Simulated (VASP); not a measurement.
Here is a VASP 6.6.1 calculation.

POSCAR

```
Sr2SO
1.0
    4.0208837457      0.0000000000      0.0000000000
    0.0000000000      4.0208837457      0.0000000000
    0.0000000000      0.0000000000      5.6918926675
O Sr S
1 2 1
Direct
    0.0000000000      0.0000000000      0.0000000000
    0.0000000000      0.0000000000      0.5000000000
    0.5000000000      0.5000000000      0.0000000000
    0.5000000000      0.5000000000      0.5000000000
```

Contents of INCAR.step1:

```
PREC = Accurate
ENCUT = 520
EDIFF = 1E-5
ISMEAR = 0
SIGMA = 0.01
LREAL = False
LASPH = True
NELM = 100
ALGO = Normal
ISIF = 2
LWAVE = True
NBANDS = 24
GGA = PE
KPAR = 4
```

File INCAR.step2:

```
PREC = Accurate
ENCUT = 520
EDIFF = 1E-6
ISMEAR = 0
SIGMA = 0.01
LREAL = False
LASPH = True
NELM = 100
ALGO = Normal
ISIF = 2
LWAVE = False
LCHARG = True
GGA = PE
LHFCALC = True
HFSCREEN = 0.2079
PRECFOCK = Normal
LVHAR = True
NBANDS = 24
ISTART = 1
KPAR = 4
```

File KPOINTS:

```
Automatic mesh
0
Gamma
  4 4 4
```

Potentials or basis: VASP PAW PBE potentials, release 64 (O, Sr_sv, S).

Command:

```sh
$ cat potpaw_PBE.64/O/POTCAR potpaw_PBE.64/Sr_sv/POTCAR potpaw_PBE.64/S/POTCAR > POTCAR
$ cp INCAR.step1 INCAR
$ mpirun -np 4 vasp_std > vasp.out
$ cp INCAR.step2 INCAR
$ mpirun -np 4 vasp_std > vasp.out
```

(1) Predict the band gap on the k mesh.

(2) Estimate the pressure.

## Answers

(1) 3.38 eV, direct.

(2) -0.1 GPa.

Caveat: the PAW data sets were made with another functional, which shifts forces and pressure a little.
